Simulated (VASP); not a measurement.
CsPbCl3: relaxation of cell and atoms with PBE

Crystal: CsPbCl3.

```
CELL_PARAMETERS angstrom
5.60500 0.00000 0.00000
0.00000 5.60500 0.00000
0.00000 0.00000 5.60500
ATOMIC_POSITIONS crystal
Cs 0.00000 0.00000 0.00000
Pb 0.50000 0.50000 0.50000
Cl 0.50000 0.50000 0.00000
Cl 0.00000 0.50000 0.50000
Cl 0.50000 0.00000 0.50000
```

```
Program                : VASP 6.6.1
Task                   : relaxation of cell and atoms
Functional             : PBE
Potentials or basis    : VASP PAW PBE potentials, release 64 (Cs_sv, Pb_d, Cl)
Cutoff                 : 600 eV
k mesh                 : 6 × 6 × 6
Occupations            : fermi-dirac, width 0.02 eV
Spin                   : no spin polarisation
Dipole correction      : no
Further INCAR settings : ALGO = Normal; EDIFF = 1e-06; IBRION = 2; EDIFFG = -0.01; NSW = 80; ISIF = 3
```

| Property | Result |
| --- | --- |
| Relaxed volume | 37.73 Å³/atom |
| Relaxed cell | a = 5.735 Å, b = 5.735 Å, c = 5.735 Å, α = 90.00°, β = 90.00°, γ = 90.00° |
| Space group after relaxing (to 0.1 Å) | Pm-3m (No. 221) |
| Energy gained by relaxing | 12.9 meV/atom |
| Ionic steps | 3 |
| Pressure after relaxing | 0.0 GPa |
| Band gap on the k mesh | 2.22 eV |

The path:
```tsv
step	energy change (eV)	largest force (eV/Å)	pressure (GPa)	volume (Å³)
1	0.0000	0.0000	1.76	176.09
2	-0.0621	0.0000	0.29	186.14
3	-0.0643	0.0000	-0.02	188.63
```

Final structure:
```
Cs Pb Cl
1.0
     5.73506    0.00000    0.00000
     0.00000    5.73506    0.00000
     0.00000    0.00000    5.73506
Cs Pb Cl
1 1 3
Direct
  0.00000 0.00000 0.00000
  0.50000 0.50000 0.50000
  0.50000 0.50000 0.00000
  0.00000 0.50000 0.50000
  0.50000 0.00000 0.50000
```

Levels at points of the mesh, in eV from the valence-band top:
```
           k point  band 19  band 20  band 21  band 22  band 23  band 24  band 25  band 26
(0.00, 0.00, 0.00)    -2.12    -2.04    -2.04    -2.04     3.67     4.75     4.75     5.64
(0.50, 0.00, 0.00)    -2.22    -2.13    -2.13    -1.44     3.15     4.99     5.40     5.40
(0.50, 0.50, 0.00)    -2.28    -2.28    -1.75    -0.70     2.72     2.72     5.04     5.71
(0.50, 0.50, 0.50)    -1.75    -1.75    -1.75     0.00     2.22     2.22     2.22     5.44
```

It took 110 s on 1 thread of Intel(R) Xeon(R) 6975P-C (Granite Rapids), on a shared host, peak memory 0.41 GiB.

Caveat: spin-orbit coupling is left out, which moves the levels of the heavy elements. A k mesh can miss the band edges.
